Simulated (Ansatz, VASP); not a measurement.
# GaAs in VASP and in Ansatz

```
CELL_PARAMETERS angstrom
7.81177 0.00000 0.00000
0.00000 5.23123 0.00000
0.00000 0.00000 3.96214
ATOMIC_POSITIONS crystal
Ga 0.75000 0.00000 0.47966
Ga 0.00000 0.50000 0.00000
Ga 0.25000 0.00000 0.52034
Ga 0.50000 0.50000 0.00000
As 0.75000 0.50000 0.58565
As 0.00000 0.00000 0.00000
As 0.25000 0.50000 0.41435
As 0.50000 0.00000 0.00000
```

Alike in both runs: functional PBE; k mesh 2 × 4 × 4; occupations gaussian, width 0.1 eV; no spin polarisation.

Ansatz relaxed the structure, and its values are those at the end. VASP's run is a single point on that final structure, the one shown.

|  | VASP | Ansatz |
| --- | --- | --- |
| version | VASP 6.6.1 | Ansatz 0.2.0 |
| potentials or method | VASP PAW PBE potentials, release 64 (Ga_d, As), cutoff 520 eV | scalar-relativistic, plane waves, PAW |
| valence electrons in the cell | 72 | 112 |

```tsv
	VASP	Ansatz	Ansatz less VASP
gap on the k mesh at the Fermi level (eV)	none	none	-
pressure (GPa)	0.2	0.0	-0.17
rms of the force components (eV/Å)	0.007	0.004	-0.0035
```

A gap of «none» marks a metal or a gap that the smearing closes. With one functional, cell and mesh, what is left measures potentials, basis and numerics. VASP's potentials hold 72 valence electrons a cell and Ansatz's 112, so a difference there can come from the potentials and not from the codes.

The k mesh is coarse, so the values compare programs but aren't converged.
